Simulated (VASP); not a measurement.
# Al (P6_3/mmc) in VASP: a series of runs, part 3 of 3

VASP 6.6.1.

**4. Single point, PBEsol+D3(BJ) (strain -0.025 along x and y, +0.025 along z)**

The input, INCAR:

```
SYSTEM = Al
ALGO = Normal
EDIFF = 1E-6
ENCUT = 520
GGA = PS
ISIF = 2
ISMEAR = 0
IVDW = 12
LASPH = .True.
LCHARG = .False.
LREAL = .False.
LWAVE = .False.
NBANDS = 10
NELM = 80
PREC = Accurate
SIGMA = 0.15
```

The input, KPOINTS:

```
k-points
0
Gamma
  18 18 10
  0 0 0
```

The input, POSCAR:

```
Al
1.0
    2.7421439677      0.0000000000      0.0000000000
   -1.3710719838      2.3747663369      0.0000000000
    0.0000000000      0.0000000000      4.9885212500
Al
2
Direct
    0.6666666667      0.3333333333      0.7500000000
    0.3333333333      0.6666666667      0.2500000000
```

Potentials or basis: VASP PAW PBE potentials, release 64 (Al).

The run is started by

```
cat potpaw_PBE.64/Al/POTCAR > POTCAR
mpirun -np 1 vasp_std > vasp.out
```

OUTCAR:

```text
SYSTEM = Al
   EDIFF = 1E-6
   ENCUT = 520
   GGA = PS
   ISIF = 2
   ISMEAR = 0
   IVDW = 12
   LASPH = .True.
   LREAL = .False.
   NELM = 80
   PREC = Accurate
 IVDW          = 12

 ion  position               nearest neighbor table
   1  0.667  0.333  0.750-   2 2.95   2 2.95   2 2.95   2 2.95   2 2.95   2 2.95
   2  0.333  0.667  0.250-   1 2.95   1 2.95   1 2.95   1 2.95   1 2.95   1 2.95

  LATTYP: Found a hexagonal cell.
 ALAT       =     2.7421439677
 C/A-ratio  =     1.8192047204

  Lattice vectors:

 A1 = (   2.7421439677,   0.0000000000,   0.0000000000)
 A2 = (  -1.3710719838,   2.3747663369,   0.0000000000)
 A3 = (   0.0000000000,   0.0000000000,   4.9885212500)

Analysis of symmetry for initial positions (statically):
=====================================================================
 Subroutine PRICEL returns:
 Original cell was already a primitive cell.

 Routine SETGRP: Setting up the symmetry group for a
 hexagonal supercell.

 Subroutine GETGRP returns: Found 24 space group operations
 (whereof 12 operations were pure point group operations)
 out of a pool of 24 trial point group operations.

The static configuration has the point symmetry D_3d.
 The point group associated with its full space group is D_6h.

Analysis of symmetry for dynamics (positions and initial velocities):
=====================================================================
 Subroutine PRICEL returns:
 Original cell was already a primitive cell.

 Routine SETGRP: Setting up the symmetry group for a
 hexagonal supercell.

 Subroutine GETGRP returns: Found 24 space group operations
 (whereof 12 operations were pure point group operations)
 out of a pool of 24 trial point group operations.

The dynamic configuration has the point symmetry D_3d.
 The point group associated with its full space group is D_6h.

 Subroutine INISYM returns: Found 24 space group operations
 (whereof 12 operations are pure point group operations),
 and found     1 'primitive' translations

----------------------------------------------------------------------------------------

                                     Primitive cell

  volume of cell :      32.4850

  direct lattice vectors                    reciprocal lattice vectors
     2.742143968  0.000000000  0.000000000     0.364678154  0.210547030  0.000000000
    -1.371071984  2.374766337  0.000000000     0.000000000  0.421094061  0.000000000
     0.000000000  0.000000000  4.988521250     0.000000000  0.000000000  0.200460207

  length of vectors
     2.742143968  2.742143968  4.988521250     0.421094061  0.421094061  0.200460207

  position of ions in fractional coordinates (direct lattice)
     0.666666667  0.333333333  0.750000000
     0.333333333  0.666666667  0.250000000

  ion indices of the primitive-cell ions
   primitive index   ion index
                 1           1
                 2           2

----------------------------------------------------------------------------------------

 KPOINTS: k-points

Automatic generation of k-mesh.
 Grid dimensions read from file:
 generate k-points for:   18   18   10

[... 22 lines left out ...]
  0.111111  0.000000  0.000000      6.000000
  0.166667  0.000000  0.000000      6.000000
  0.222222  0.000000  0.000000      6.000000
  0.277778  0.000000  0.000000      6.000000
[... 16 lines left out ...]
  0.333333  0.111111  0.000000     12.000000
  0.388889  0.111111  0.000000     12.000000
 [... further k-points ...]
   k-points           NKPTS =    222   k-points in BZ     NKDIM =    222   number of bands    NBANDS=     10
   number of dos      NEDOS =    301   number of ions     NIONS =      2
   total plane-waves  NPLWV =  16000
   dimension x,y,z NGX =    20 NGY =   20 NGZ =   40
   dimension x,y,z NGXF=    40 NGYF=   40 NGZF=   80
   ions per type =               2
   NGX,Y,Z   is equivalent  to a cutoff of  12.13, 12.13, 13.33 a.u.
   NGXF,Y,Z  is equivalent  to a cutoff of  24.25, 24.25, 26.66 a.u.
 SYSTEM =  Al
   PREC   = accura    normal or accurate (medium, high low for compatibility)
   ISTART =      0    job   : 0-new  1-cont  2-samecut
   ICHARG =      2    charge: 1-file 2-atom 10-const
   ISPIN  =      1    spin polarized calculation?
   LNONCOLLINEAR =      F non collinear calculations
   LSORBIT =      F    spin-orbit coupling
   LASPH  =      T    aspherical Exc in radial PAW
   ENCUT  =  520.0 eV  38.22 Ry    6.18 a.u.   5.10  5.10  9.28*2*pi/ulx,y,z
   NELM   =     80;   NELMIN=  2; NELMDL= -5     # of ELM steps
   EDIFF  = 0.1E-05   stopping-criterion for ELM
   LREAL  =      F    real-space projection
   EDIFFG = 0.1E-04   stopping-criterion for IOM
   NSW    =      0    number of steps for IOM
   IBRION =     -1    ionic relax: 0-MD 1-quasi-New 2-CG
   NFREE  =      0    steps in history (QN), initial steepest desc. (CG)
   ISIF   =      2    stress and relaxation
   ISYM   =      2    0-nonsym 1-usesym 2-fastsym
   POTIM  = 0.5000    time-step for ionic-motion
   TEBEG  =    0.0;   TEEND  =   0.0 temperature during run
   PSTRESS=    0.0 pullay stress
   NELECT =       6.0000    total number of electrons
   NUPDOWN=      -1.0000    fix difference up-down
   EMIN   =  10.00;   EMAX   =-10.00  energy-range for DOS
   EFERMI =   0.00;   METHOD = LEGACY
   ISMEAR =     0;   SIGMA  =   0.15  broadening in eV -4-tet -1-fermi 0-gaus
   EFERMI_NEDOS =   21; number of points for ismear=-14 and -15
   IALGO  =     38    algorithm
   IMIX   =      4    mixing-type and parameters
     AMIX     =   0.40;   BMIX     =  1.00
     AMIX_MAG =   1.60;   BMIX_MAG =  1.00
  volume/ion in A,a.u.               =      16.24       109.61
  Fermi-wavevector in a.u.,A,eV,Ry     =   0.932318  1.761826 11.826424  0.869218
  Thomas-Fermi vector in A             =   2.058904
   LORBIT       =      0    0 simple, 1 ext, 2 COOP (PROOUT), +10 PAW based schemes
   GGA     = PS    functional components
   LHFCALC =     F    Hartree Fock is set to
   AEXX    =    0.0000 exact exchange contribution
   IVDW    =    12    specifies the selected vdW correction
   LEPSILON=     F    determine dielectric tensor
   LRPA    =     F    only Hartree local field effects (RPA)
 non-spin polarized calculation
 Gauss-broadening in eV      SIGMA  =   0.15
  energy-cutoff  :      520.00
  volume of cell :       32.49
 maximum number of plane-waves:       894
   NGX = 11   NGY = 11   NGZ = 19

 number of electron       6.0000000 magnetization

 Free energy of the ion-electron system (eV)
  ---------------------------------------------------
  ext. energy  EPLUGINS =         0.00000000
  ---------------------------------------------------
  free energy    TOTEN  =        -8.07843766 eV

  energy without entropy =       -8.06989079  energy(sigma->0) =       -8.07416423

 E-fermi :   8.0727     XC(G=0): -10.3089

 val. band max:        8.0717775954   @ k =   0.4444   0.0556   0.0000
 cond. band min:       8.0877333496   @ k =   0.0000   0.0000   0.4000
 fundamental gap:      0.0159557542
 Fermi energy:         8.0727336001

 k-point     1 :       0.0000    0.0000    0.0000
  band No.  band energies     occupation
      1      -3.1372      2.00000
      2       2.4211      2.00000
      3       2.9539      2.00000
      4      18.3782      0.00000
      5      19.1889      0.00000
      6      20.5405      0.00000
      7      20.5405      0.00000
      8      20.5913      0.00000
      9      20.5913      0.00000
     10      23.7905      0.00000
[... 287 lines left out ...]
 k-point    24 :       0.3889    0.1111    0.0000
  band No.  band energies     occupation
      1       2.1721      2.00000
      2       4.8709      2.00000
      3       7.7048      1.99948
      4       8.0089      1.45295
      5      10.1795      0.00000
      6      10.8431      0.00000
      7      12.4241      0.00000
      8      17.0807      0.00000
      9      17.7142      0.00000
     10      19.9299      0.00000

 [... further k-points ...]

------------------------ aborting loop because EDIFF is reached ----------------------------------------

 Edisp (eV)   -0.64486

 E8    (eV) :    -0.4342

  FORCE on cell =-STRESS in cart. coord.  units (eV):
  Direction    XX          YY          ZZ          XY          YZ          ZX
  --------------------------------------------------------------------------------------
  -------------------------------------------------------------------------------------
  Total       0.17390     0.17390    -1.37949     0.00000    -0.00000     0.00000
  in kB       8.57706     8.57706   -68.03733     0.00000    -0.00000     0.00000
  external pressure =      -16.96 kB  Pullay stress =        0.00 kB

 VOLUME and BASIS-vectors are now :
 -----------------------------------------------------------------------------
  energy-cutoff  :      520.00
  volume of cell :       32.49
      direct lattice vectors                 reciprocal lattice vectors
     2.742143968  0.000000000  0.000000000     0.364678154  0.210547030  0.000000000
    -1.371071984  2.374766337  0.000000000     0.000000000  0.421094061  0.000000000
     0.000000000  0.000000000  4.988521250     0.000000000  0.000000000  0.200460207

 POSITION                                       TOTAL-FORCE (eV/Angst)
 -----------------------------------------------------------------------------------
      1.37107      0.79159      3.74139        -0.000000      0.000000      0.000000
     -0.00000      1.58318      1.24713         0.000000     -0.000000      0.000000
 -----------------------------------------------------------------------------------
    total drift:                                0.000000     -0.000000      0.000000

  FREE ENERGIE OF THE ION-ELECTRON SYSTEM (eV)
  ---------------------------------------------------
  free  energy   TOTEN  =        -8.7233024890 eV

  energy  without entropy=       -8.7147556170  energy(sigma->0) =       -8.71902905
```

It took 25 s on 1 thread of Intel Xeon 6975P-C, shared host; peak memory 0.19 GiB.

What came out:

```
Free energy                : -8.7233 eV
Pressure                   : -1.7 GPa
Band gap on the k mesh     : zero (band 3 reaches 11.35 eV, above the bottom of band 4 at 5.13 eV)
Dispersion energy per atom : -0.322 eV
```

Caveat: the cell differs from its parent crystal (strain -0.025 along x and y, +0.025 along z); the PAW data sets were made with another functional, which shifts forces and pressure a little; pairwise dispersion overbinds metals, which lowers pressure and volume.

**5. Single point, PBEsol+D3(BJ) (strain -0.025 along x and y, +0.050 along z)**

The input, INCAR:

```
  PREC = Accurate
  ENCUT = 520
  EDIFF = 1E-7
  ISMEAR = 0
  SIGMA = 0.15
  LREAL = F
  LASPH = T
  NELM = 60
  ALGO = Normal
  ISIF = 2
  LWAVE = F
  LCHARG = F
  GGA = PS
  IVDW = 12
  NBANDS = 10
```

The input, KPOINTS:

```
regular mesh
0
Gamma
  18 18 10
```

POSCAR: that of step 4 with these lines changed.

```diff
@@ -4,3 +4,3 @@
    -1.3710719838      2.3747663369      0.0000000000
-    0.0000000000      0.0000000000      4.9885212500
+    0.0000000000      0.0000000000      5.1101925000
 Al
```

The run is started by

```
cat potpaw_PBE.64/Al/POTCAR > POTCAR
mpirun -np 1 vasp_std > vasp.out
```

It took 35 s on 1 thread of Intel Xeon 6975P-C, shared host; peak memory 0.19 GiB.

The run converged. Its results:

```yaml
Free_energy: -8.6853 eV
Pressure: -2.9 GPa
Band_gap_on_the_k_mesh: zero (band 3 reaches 10.79 eV, above the bottom of band 4 at 4.96 eV)
Dispersion_energy_per_atom: -0.315 eV
```

Stress tensor (GPa, compression positive):
```
-0.06  0.00  0.00
 0.00 -0.06  0.00
 0.00  0.00 -8.60
```

Levels at points of the mesh, in eV from the Fermi level:
| k point | band 1 | band 2 | band 3 | band 4 | band 5 | band 6 | band 7 |
| --- | --- | --- | --- | --- | --- | --- | --- |
| (0.00, 0.00, 0.00) | -11.03 | -5.86 | -5.08 | 9.74 | 10.19 | 12.63 | 12.63 |
| (0.50, 0.00, 0.00) | -4.68 | -4.63 | 0.07 | 0.75 | 0.92 | 1.47 | 7.22 |
| (0.00, 0.00, 0.50) | -9.63 | -9.63 | 1.22 | 1.22 | 13.36 | 13.36 | 13.36 |
| (0.50, 0.00, 0.50) | -3.67 | -3.67 | -2.84 | -2.84 | 7.00 | 7.00 | 7.05 |

Caveat: the cell differs from its parent crystal (strain -0.025 along x and y, +0.050 along z); the PAW data sets were made with another functional, which shifts forces and pressure a little; pairwise dispersion overbinds metals, which lowers pressure and volume.

**6. Overview**

| cell | gap on the mesh (eV) | pressure (GPa) |
| --- | --- | --- |
| a = 2.742, b = 2.742, c = 4.867 Å, angles 90.0, 90.0, 120.0°, 2 atoms | none | -0.2 |
| a = 2.812, b = 2.812, c = 4.745 Å, angles 90.0, 90.0, 120.0°, 2 atoms | none | -2.8 |
| a = 2.742, b = 2.742, c = 4.989 Å, angles 90.0, 90.0, 120.0°, 2 atoms | none | -1.7 |
| a = 2.742, b = 2.742, c = 5.110 Å, angles 90.0, 90.0, 120.0°, 2 atoms | none | -2.9 |

Alike in all rows: task single point; level PBEsol+D3(BJ); potentials or basis VASP PAW PBE potentials, release 64 (Al); no spin polarisation; k mesh 18 × 18 × 10; cutoff (eV) 520; smearing gaussian 0.15 eV.

Caveats: the PAW data sets were made with another functional, which shifts forces and pressure a little; pairwise dispersion overbinds metals, which lowers pressure and volume.

Total energies depend on the potentials used, so only differences within one code and one set of settings carry meaning.
